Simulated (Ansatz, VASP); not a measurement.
## Two plane-wave programs on TcN2

```
Tc N
1.0
     0.00000    2.44455    2.44455
     2.44455    0.00000    2.44455
     2.44455    2.44455    0.00000
Tc N
1 2
Direct
  0.00000 0.00000 0.00000
  0.75000 0.75000 0.75000
  0.25000 0.25000 0.25000
```

Alike in both runs: task single point; functional revPBE; k mesh 10 × 10 × 10; occupations methfessel-paxton of order 1, width 0.1 eV; no spin polarisation.

|  | VASP | Ansatz |
| --- | --- | --- |
| version | VASP 6.6.1 | Ansatz 0.2.0 |
| potentials or method | VASP PAW PBE potentials, release 64 (Tc_pv, N), cutoff 520 eV | plane waves, PAW |
| valence electrons in the cell | 23 | 25 |

```tsv
	VASP	Ansatz	Ansatz less VASP
pressure (GPa)	-2.1	-1.4	+0.72
```

VASP's potentials were made for PBE, not for revPBE. With one functional, cell and mesh, what is left measures potentials, basis and numerics. VASP's potentials hold 23 valence electrons a cell and Ansatz's 25, so a difference there can come from the potentials and not from the codes.
